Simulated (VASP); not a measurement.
Set up this calculation in VASP 6.6.1, as the native input.

- Task: single point
- Functional: PBE
- Potentials or basis: VASP PAW PBE potentials, release 64 (Al, Ni)
- Cutoff: 520 eV
- k mesh: 18 × 18 × 18
- Occupations: gaussian, width 0.15 eV
- Spin: no spin polarisation
- Dipole correction: no
- Further INCAR settings: ALGO = Fast; EDIFF = 1e-06; NBANDS = 14

The structure of AlNi lies in POSCAR:

```
AlNi
1.0
    2.9603627763     -0.4554404271     -0.4554404271
   -0.4554404271      2.9603627763     -0.4554404271
   -0.4554404271     -0.4554404271      2.9603627763
Al Ni
1 1
Direct
    0.0000000000      0.0000000000      0.0000000000
    0.5000000000      0.5000000000      0.5000000000
```

This cell differs from its parent crystal: ratio of the length along [111] to the lengths across it x 0.6, volume and fractional coordinates fixed.

These files were run (other wordings do the same):

INCAR

```
ALGO = Fast
EDIFF = 1E-6
ENCUT = 520
GGA = PE
ISIF = 2
ISMEAR = 0
LASPH = T
LCHARG = T
LELF = T
LREAL = F
LVHAR = T
LWAVE = F
NBANDS = 14
NELM = 80
PREC = Accurate
SIGMA = 0.15
```

KPOINTS

```
k-points
0
Gamma
  18 18 18
```

Potentials or basis: VASP PAW PBE potentials, release 64 (Al, Ni).

The run is started by

```console
$ cat potpaw_PBE.64/Al/POTCAR potpaw_PBE.64/Ni/POTCAR > POTCAR
$ mpirun -np 1 vasp_std > vasp.out
```

It gave:

| Property | Result |
| --- | --- |
| Pressure | 72.1 GPa |

Wall time 2 min on 1 thread of Intel(R) Xeon(R) Platinum 8259CL CPU @ 2.50GHz (Skylake/Cascade Lake), with other jobs on the host, peak memory 0.3 GiB.
